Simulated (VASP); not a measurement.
# TaN in VASP: a series of runs, part 2 of 2

VASP 6.6.1.

## Step 3: Electric field gradients, PBE (equal xy, yz and zx shear strains of -1 %)

Input file INCAR:

```
SYSTEM = TaN
PREC     = Accurate       ! precision mode
ENCUT    = 520            ! plane-wave cutoff, eV
EDIFF    = 1E-8           ! SCF threshold, eV
ISMEAR   = -1             ! smearing method
SIGMA    = 0.02           ! smearing width, eV
LREAL    = .False.        ! projectors in reciprocal space
LASPH    = .True.         ! aspherical terms in the spheres
NELM     = 60             ! most SCF steps
ALGO     = Normal         ! electronic algorithm
ISIF     = 2              ! what is computed and relaxed
LWAVE    = .False.        ! write WAVECAR
LCHARG   = .False.        ! write CHGCAR
GGA      = PE             ! functional
LEFG     = .True.       
NBANDS   = 15             ! bands
```

Input file KPOINTS:

```
Automatic mesh
0
Gamma
  12 12 10
  0 0 0
```

Input file POSCAR:

```
TaN
1.0
    2.9379988584     -0.0146899943     -0.0146899943
   -1.4817213374      2.5517266448     -0.0053769111
   -0.0144150000     -0.0144150000      2.8830000000
Ta N
1 1
Direct
    0.3333333333      0.6666666667      0.5000000000
    0.0000000000      0.0000000000      0.0000000000
```

Potentials or basis: VASP PAW PBE potentials, release 64 (Ta_pv, N).

Command:

```
$ cat potpaw_PBE.64/Ta_pv/POTCAR potpaw_PBE.64/N/POTCAR > POTCAR
$ mpirun -np 1 vasp_std > vasp.out
```

OUTCAR:

```text
SYSTEM = TaN
   PREC = Accurate
   ENCUT = 520
   EDIFF = 1E-8
   ISMEAR = -1
   LREAL = .False.
   LASPH = .True.
   NELM = 60
   ISIF = 2
   GGA = PE

 ion  position               nearest neighbor table
   1  0.333  0.667  0.500-   2 2.21   2 2.22   2 2.23   2 2.24   2 2.24   2 2.24
   2  0.000  0.000  0.000-   1 2.21   1 2.22   1 2.23   1 2.24   1 2.24   1 2.24

  LATTYP: Found a triclinic cell.
 ALAT       =     2.9507348072
 B/A-ratio  =     1.7246180512
 C/A-ratio  =     1.4019657361
 COS(alpha) =     0.0001326136
 COS(beta)  =     0.3571629385
 COS(gamma) =     0.8672748744

  Lattice vectors:

 A1 = (   1.4817213374,  -2.5517266448,   0.0053769111)
 A2 = (   0.0254438164,  -5.0887632953,   0.0254438165)
 A3 = (   2.9524138584,  -0.0002749943,  -2.8976899943)

Analysis of symmetry for initial positions (statically):
=====================================================================
 Subroutine PRICEL returns:
 Original cell was already a primitive cell.

 Routine SETGRP: Setting up the symmetry group for a
 triclinic supercell.

 Subroutine GETGRP returns: Found  1 space group operations
 (whereof  1 operations were pure point group operations)
 out of a pool of  2 trial point group operations.

The static configuration has the point symmetry C_1 .

Analysis of symmetry for dynamics (positions and initial velocities):
=====================================================================
 Subroutine PRICEL returns:
 Original cell was already a primitive cell.

 Routine SETGRP: Setting up the symmetry group for a
 triclinic supercell.

 Subroutine GETGRP returns: Found  1 space group operations
 (whereof  1 operations were pure point group operations)
 out of a pool of  2 trial point group operations.

The dynamic configuration has the point symmetry C_1 .

 Subroutine INISYM returns: Found  1 space group operations
 (whereof  1 operations are pure point group operations),
 and found     1 'primitive' translations

----------------------------------------------------------------------------------------

                                     Primitive cell

  volume of cell :      21.5499

  direct lattice vectors                    reciprocal lattice vectors
     2.937998858 -0.014689994 -0.014689994     0.341372378  0.198231752  0.002698021
    -1.481721337  2.551726645 -0.005376911     0.001975088  0.393042551  0.001975088
    -0.014415000 -0.014415000  2.883000000     0.001743107  0.001743107  0.346878340

  length of vectors
     2.938072307  2.950734807  2.883072074     0.394763483  0.393052476  0.346887099

  position of ions in fractional coordinates (direct lattice)
     0.333333333  0.666666667  0.500000000
     0.000000000  0.000000000  0.000000000

  ion indices of the primitive-cell ions
   primitive index   ion index
                 1           1
                 2           2

----------------------------------------------------------------------------------------

 KPOINTS: Automatic mesh

[... 85 lines left out ...]
   IMIX   =      4    mixing-type and parameters
     AMIX     =   0.40;   BMIX     =  1.00
     AMIX_MAG =   1.60;   BMIX_MAG =  1.00
  volume/ion in A,a.u.               =      10.77        72.71
  Fermi-wavevector in a.u.,A,eV,Ry     =   1.482403  2.801335 29.899046  2.197518
  Thomas-Fermi vector in A             =   2.596193
   LORBIT       =      0    0 simple, 1 ext, 2 COOP (PROOUT), +10 PAW based schemes
   GGA     = PE    functional components
   LHFCALC =     F    Hartree Fock is set to
   AEXX    =    0.0000 exact exchange contribution
   IVDW    =     0    specifies the selected vdW correction
   LEPSILON=     F    determine dielectric tensor
   LRPA    =     F    only Hartree local field effects (RPA)
 non-spin polarized calculation
  energy-cutoff  :      520.00
  volume of cell :       21.55
 maximum number of plane-waves:       600
 NGX is ok and might be reduce to    24
   NGX = 11   NGY = 11   NGZ = 11

 number of electron      16.0000001 magnetization

 Free energy of the ion-electron system (eV)
  ---------------------------------------------------
  ext. energy  EPLUGINS =         0.00000000
  ---------------------------------------------------
  free energy    TOTEN  =       -22.43561069 eV

  energy without entropy =      -22.43546102  energy(sigma->0) =      -22.43553585

 E-fermi :   8.3463     XC(G=0): -13.3460

 val. band max:        8.3335374528   @ k =   0.0833   0.0000   0.5000
 cond. band min:       8.3522166496   @ k =   0.0000   0.0000   0.4000
 fundamental gap:      0.0186791967
 Fermi energy:         8.3463056915

 k-point     1 :       0.0000    0.0000    0.0000
  band No.  band energies     occupation
      1     -26.5924      2.00000
      2     -26.3387      2.00000
      3     -26.3165      2.00000
      4      -9.5274      2.00000
      5       3.6258      2.00000
      6       3.7481      2.00000
      7       4.0526      2.00000
      8       5.3273      2.00000
      9      10.4552      0.00000
     10      11.7511      0.00000
     11      11.8759      0.00000
     12      12.2697      0.00000
     13      12.3189      0.00000
     14      21.3622      0.00000
[... 401 lines left out ...]
      2     -26.7091      2.00000
      3     -26.4475      2.00000
      4      -7.2031      2.00000
      5       0.3691      2.00000
      6       3.1680      2.00000
      7       3.6142      2.00000
      8       6.5139      2.00000
      9      10.1455      0.00000
     10      10.3339      0.00000
     11      12.7639      0.00000
     12      14.7816      0.00000
     13      17.3984      0.00000
     14      21.0911      0.00000
     15      21.6454      0.00000

 [... further k-points ...]

------------------------ aborting loop because EDIFF is reached ----------------------------------------

  FORCE on cell =-STRESS in cart. coord.  units (eV):
  Direction    XX          YY          ZZ          XY          YZ          ZX
  --------------------------------------------------------------------------------------
  -------------------------------------------------------------------------------------
  Total        0.6717263      0.6961341      0.8553543      0.3065804      0.3372225      0.3374797
  in kB       49.9409816     51.7556396     63.5932178     22.7934031     25.0715552     25.0906798
  external PRESSURE =      55.0966130 kB  Pullay stress =       0.0000000 kB

 VOLUME and BASIS-vectors are now :
 -----------------------------------------------------------------------------
  energy-cutoff  :      520.00
  volume of cell :       21.55
      direct lattice vectors                 reciprocal lattice vectors
     2.937998858 -0.014689994 -0.014689994     0.341372378  0.198231752  0.002698021
    -1.481721337  2.551726645 -0.005376911     0.001975088  0.393042551  0.001975088
    -0.014415000 -0.014415000  2.883000000     0.001743107  0.001743107  0.346878340

 POSITION                                       TOTAL-FORCE (eV/Angst)
 -----------------------------------------------------------------------------------
     -0.01569      1.68905      1.43302        -0.024334     -0.000378     -0.005585
      0.00000      0.00000      0.00000         0.024334      0.000378      0.005585
 -----------------------------------------------------------------------------------
    total drift:                               -0.000022     -0.000006      0.000031

  FREE ENERGIE OF THE ION-ELECTRON SYSTEM (eV)
  ---------------------------------------------------
  free  energy   TOTEN  =       -22.4356106913 eV

  energy  without entropy=      -22.4354610155  energy(sigma->0) =      -22.43553585

 Electric field gradients (V/A^2)
---------------------------------------------------------------------
 ion       V_xx      V_yy      V_zz      V_xy      V_xz      V_yz
---------------------------------------------------------------------
   1      -9.921    -9.870    19.791   -12.743   -22.217   -22.222
   2      -0.310    -0.321     0.630    -0.904    -1.260    -1.259
---------------------------------------------------------------------

 Electric field gradients after diagonalization (V/A^2)
 (convention: |V_zz| > |V_xx| > |V_yy|)
----------------------------------------------------------------------
 ion       V_xx      V_yy      V_zz     asymmetry (V_yy - V_xx)/ V_zz
----------------------------------------------------------------------
   1      36.490     2.848   -39.338       0.855
   2       1.713     0.589    -2.302       0.488
----------------------------------------------------------------------

           NMR quadrupolar parameters

 Cq : quadrupolar parameter    Cq=e*Q*V_zz/h
 eta: asymmetry parameters     (V_yy - V_xx)/ V_zz
 Q  : nuclear electric quadrupole moment in mb (millibarn)
----------------------------------------------------------------------
 ion       Cq(MHz)       eta       Q (mb)
----------------------------------------------------------------------
   1      -0.095       0.855       1.000
   2      -0.006       0.488       1.000
----------------------------------------------------------------------
```

Run time: 1.8 min. Hardware: 1 thread of Intel Xeon Platinum 8375C at 2.90GHz (Ice Lake), shared host; peak memory 0.34 GiB.

What came out:

- Free energy: -22.4356 eV
- Pressure: 5.5 GPa
- Largest force: 0.025 eV/Å
- Band gap on the k mesh: zero (bands 8 and 9 overlap by 0.33 eV)
- Largest electric field gradient by atom: Ta -39.3; N -2.3 V/Å²

Forces on the atoms (eV/Å):
```
Ta  -0.024  0.000 -0.006
N    0.024  0.000  0.006
```

Electric field gradients, principal values (V/Å²):
| atom | least | middle | greatest (by size) |
| --- | --- | --- | --- |
| 1 Ta | 2.848 | 36.490 | -39.338 |
| 2 N | 0.589 | 1.713 | -2.302 |

Caveat: the cell differs from its parent crystal (equal xy, yz and zx shear strains of -1 %); the cell stands under pressure; without QUAD_EFG the Cq values of the log hold for a quadrupole moment of 1 mb, not for the nuclei; spin-orbit coupling is left out, which moves the levels of the heavy elements.
